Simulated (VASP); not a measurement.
A run of VASP 6.6.1 is set up as follows.

The input POSCAR:

```
BN
1.0
    0.0000000000      1.7458259350      1.7458259350
    1.7458259350      0.0000000000      1.7458259350
    1.7458259350      1.7458259350      0.0000000000
B N
1 1
Direct
    0.0000000000      0.0000000000      0.0000000000
    0.5000000000      0.5000000000      0.5000000000
```

The input INCAR.step1:

```
  ALGO = Normal
  EDIFF = 1E-8
  ENCUT = 500
  GGA = CA
  ISMEAR = 0
  LASPH = T
  LCHARG = F
  LREAL = F
  LWAVE = T
  NELM = 60
  PREC = Accurate
  SIGMA = 0.01
```

File INCAR.step2:

```
  ALGO = Exact
  EDIFF = 1E-8
  ENCUT = 500
  GGA = CA
  ISMEAR = 0
  ISTART = 1
  LASPH = T
  LCHARG = F
  LOPTICS = T
  LREAL = F
  LWAVE = T
  NBANDS = 64
  NELM = 1
  PREC = Accurate
  SIGMA = 0.01
```

INCAR.step3

```
  ALGO = EVGW0
  EDIFF = 1E-8
  ENCUT = 500
  ENCUTGW = 80.0
  GGA = CA
  ISMEAR = 0
  ISTART = 1
  LASPH = T
  LCHARG = F
  LREAL = F
  LWAVE = F
  NBANDS = 64
  NBANDSGW = 12
  NELMGW = 1
  NOMEGA = 48
  PREC = Accurate
  PRECFOCK = Fast
  SIGMA = 0.01
```

File KPOINTS:

```
k-points
0
Gamma
  4 4 4
```

Potentials or basis: VASP PAW LDA potentials, release 64 (B_GW, N_GW).

Launch:

```bash
$ cat potpaw_LDA.64/B_GW/POTCAR potpaw_LDA.64/N_GW/POTCAR > POTCAR
$ cp INCAR.step1 INCAR
$ mpirun -np 1 vasp_std > vasp.out
$ cp INCAR.step2 INCAR
$ mpirun -np 1 vasp_std > vasp.out
$ cp INCAR.step3 INCAR
$ mpirun -np 1 vasp_std > vasp.out
```

Task: What does it give for the quasiparticle gap?

Result: 2.21 eV.

Task: What does it give for the least direct quasiparticle gap?

Result: 6.53 eV.

Task: What does it give for the band gap on the k mesh, mean-field level?

Result: 1.96 eV, indirect (least direct gap 5.62 eV).

Caveat: the k points lie up to 0.78 Å⁻¹ apart; bands, screening cutoff and mesh are small and nothing is extrapolated, so the quasiparticle values aren't converged. A k mesh can miss the band edges.
